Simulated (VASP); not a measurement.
A run of VASP 6.6.1 is set up as follows.

Contents of POSCAR:

```
CsPbBr3
1.0
    6.0023909327      0.0000000000      0.0000000000
    0.0000000000      6.0023909327      0.0000000000
    0.0000000000      0.0000000000      5.9292702912
Cs Pb Br
1 1 3
Direct
    0.0000000000      0.0000000000      0.0000000000
    0.5000000000      0.5000000000      0.5000000000
    0.5000000000      0.5000000000      0.0000000000
    0.5000000000      0.0000000000      0.5000000000
    0.0000000000      0.5000000000      0.5000000000
```

INCAR.step1

```
SYSTEM = CsPbBr3
PREC = Accurate
ENCUT = 520
ISMEAR = 0
SIGMA = 0.01
LREAL = .FALSE.
LASPH = .TRUE.
NELM = 80
NBANDS = 30
GGA = PE
ALGO = Normal
EDIFF = 1E-4
LWAVE = .TRUE.
LCHARG = .FALSE.
```

Contents of INCAR.step2:

```
SYSTEM = CsPbBr3
PREC = Accurate
ENCUT = 520
EDIFF = 1E-6
ISMEAR = 0
SIGMA = 0.01
LREAL = .FALSE.
LASPH = .TRUE.
NELM = 80
ALGO = Normal
ISIF = 2
LWAVE = .FALSE.
LCHARG = .FALSE.
METAGGA = R2SCAN
LMIXTAU = .TRUE.
NBANDS = 30
ISTART = 1
```

The input KPOINTS:

```
Automatic mesh
0
G
  4 4 4
  0 0 0
```

Potentials or basis: VASP PAW PBE potentials, release 64 (Cs_sv, Pb_d, Br).

Run with:

```bash
$ cat potpaw_PBE.64/Cs_sv/POTCAR potpaw_PBE.64/Pb_d/POTCAR potpaw_PBE.64/Br/POTCAR > POTCAR
$ cp INCAR.step1 INCAR
$ mpirun -np 1 vasp_std > vasp.out
$ cp INCAR.step2 INCAR
$ mpirun -np 1 vasp_std > vasp.out
```

(1) Estimate the pressure.

(2) Predict the band gap on the k mesh.

Results:

(1) -0.3 GPa.

(2) 2.09 eV.

Caveat: the cell differs from its parent crystal (epitaxial xy strain +1.0%); the PAW data sets were made with another functional, which shifts forces and pressure a little; spin-orbit coupling is left out, which moves the levels of the heavy elements.
